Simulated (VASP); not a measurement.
Input of a VASP 6.6.1 run:

Contents of INCAR:

```
PREC = Accurate ; ENCUT = 520
EDIFF = 1E-6 ; ISMEAR = -1
SIGMA = 0.05 ; LREAL = F
LASPH = T ; NELM = 80
ALGO = Normal ; ISIF = 2
LWAVE = F ; LCHARG = T
GGA = PS ; LELF = T
LVHAR = T ; NBANDS = 16
```

The input KPOINTS:

```
Automatic mesh
0
Gamma
  10 10 6
```

POSCAR

```
AlN
1.0
    3.1137912820      0.0000000000      0.0000000000
   -1.5568956410      2.6966223523      0.0000000000
    0.0000000000      0.0000000000      4.9834287692
Al N
2 2
Direct
    0.6666666667      0.3333333333      0.4990046824
    0.3333333333      0.6666666667     -0.0009953176
    0.6666666667      0.3333333333      0.8809953176
    0.3333333333      0.6666666667      0.3809953176
```

Potentials or basis: VASP PAW PBE potentials, release 64 (Al, N).

Run with:

```console
$ cat potpaw_PBE.64/Al/POTCAR potpaw_PBE.64/N/POTCAR > POTCAR
$ mpirun -np 1 vasp_std > vasp.out
```

Task: Predict the band gap on the k mesh.

Result: 4.11 eV.

Task: Estimate the pressure.

Result: -0.1 GPa.

Caveat: the PAW data sets were made with another functional, which shifts forces and pressure a little.

**What was measured.**

From “Self-assembly of well-separated AlN nanowires directly on sputtered metallic TiN films”, 2019, arxiv:1910.07391, for a bulk crystal of AlN at 10 K: band gap 6.034 eV (an exciton energy, a little under the gap).

Measured gap of AlN: 6.034 eV (an exciton energy, a little under the gap; 10 K; quoted in “Self-assembly of well-separated AlN nanowires directly on sputtered metallic TiN films”, 2019, arxiv:1910.07391). This calculation gives 4.11 eV (-1.92 eV). 2 values of this kind are on record (6.034 to 6.0343 eV); this one was drawn at random. The value is that of PBEsol on a finite k mesh, which can miss the band edges, without temperature or zero-point motion. Semilocal functionals fall short of measured gaps as a rule.
